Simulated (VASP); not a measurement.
Wanted: the native input for a VASP 6.6.1 run.

```
Task                   : single point
Functional             : PBE
Potentials or basis    : VASP PAW PBE potentials, release 64 (Cl)
Cutoff                 : 520 eV
k mesh                 : 1 × 1 × 1
Occupations            : fermi-dirac, width 0.05 eV
Spin                   : no spin polarisation
Dipole correction      : no
Further INCAR settings : LREAL = Auto; ALGO = Normal; EDIFF = 1e-06; NBANDS = 70
```

The structure of Cl lies in POSCAR:

```
Cl
1.0
    8.1432530000      0.0000000000      0.0000000000
    0.0000000000      8.1432530000      0.0000000000
    0.0000000000      0.0000000000      8.1432530000
Cl
16
Direct
    0.8642983338      0.4321491669      0.5105699160
    0.9002422005      0.1707057364      0.4782855205
    0.9825189025      0.7869459539      0.5197554343
    0.7085006446      0.8373189437      0.5000949866
    0.9053507241     -0.2068706449      0.1007705397
    0.9145239624     -0.2139194251     -0.1533416682
    0.4222145622      0.7460777652      0.7634909538
    0.3961930202      0.8175602551      0.5301812433
    0.1961869538      0.8680069255      1.1327045838
    0.4544129969      0.8693577370      1.1790742594
    0.1522487389      0.3088077946      0.0815276156
    0.1783071212      0.5273445391     -0.0211586205
    0.2729130484      0.3555581535      0.5830225341
    0.5163415652      0.3679856195      0.5975498981
   -0.4753137352      0.2472844697      0.0641635474
   -0.2369446215      0.3449972634      0.0259233012
```

The input as run:

INCAR

```
SYSTEM = Cl
PREC = Accurate
ENCUT = 520
EDIFF = 1E-6
ISMEAR = -1
SIGMA = 0.05
LREAL = Auto
LASPH = .TRUE.
NELM = 100
ALGO = Normal
ISIF = 2
LWAVE = .FALSE.
LCHARG = .FALSE.
GGA = PE
NBANDS = 70
```

KPOINTS

```
Automatic mesh
0
G
  1 1 1
  0 0 0
```

Potentials or basis: VASP PAW PBE potentials, release 64 (Cl).

Command:

```bash
$ cat potpaw_PBE.64/Cl/POTCAR > POTCAR
$ mpirun -np 1 vasp_gam > vasp.out
```

Results of the run:

```json
{
 "Pressure": "-0.5 GPa",
 "Largest force": "1.647 eV/Å"
}
```

Caveat: the k points lie up to 0.77 Å⁻¹ apart; the atoms stand as in a frame of molecular dynamics.

It took 2.2 min on 1 thread of Intel Xeon 8259CL, on a shared host, peak memory 0.52 GiB.
